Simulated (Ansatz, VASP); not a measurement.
## One calculation of Pb, two programs

```
CELL_PARAMETERS angstrom
4.98842 0.00000 0.00000
-2.49421 4.32010 0.00000
0.00000 0.00000 6.70359
ATOMIC_POSITIONS crystal
Pb 0.00000 0.00000 0.50000
Pb 0.00000 0.00000 0.00000
Pb 0.33333 0.66667 0.75000
Pb 0.66667 0.33333 0.25000
```

Alike in both runs: functional PBE; k mesh 12 × 12 × 8; occupations gaussian, width 0.1 eV; no spin polarisation.

Ansatz relaxed the structure, and its values are those at the end. VASP's run is a single point on that final structure, the one shown.

|  | VASP | Ansatz |
| --- | --- | --- |
| version | VASP 6.6.1 | Ansatz 0.2.0 |
| potentials or method | VASP PAW PBE potentials, release 64 (Pb_d), cutoff 520 eV | scalar-relativistic, plane waves, PAW |
| valence electrons in the cell | 56 | 56 |

VASP gave:

| Quantity | Value |
| --- | --- |
| gap on the k mesh at the Fermi level (eV) | none |
| pressure (GPa) | -0.1 |

Q: Which values does Ansatz return?

A: gap on the k mesh at the Fermi level (eV): none; pressure (GPa): 0.0.

A gap of «none» marks a metal or a gap that the smearing closes. The functional is the same, so the differences come from potentials, cutoffs and numerics.

Spin-orbit coupling is off throughout.
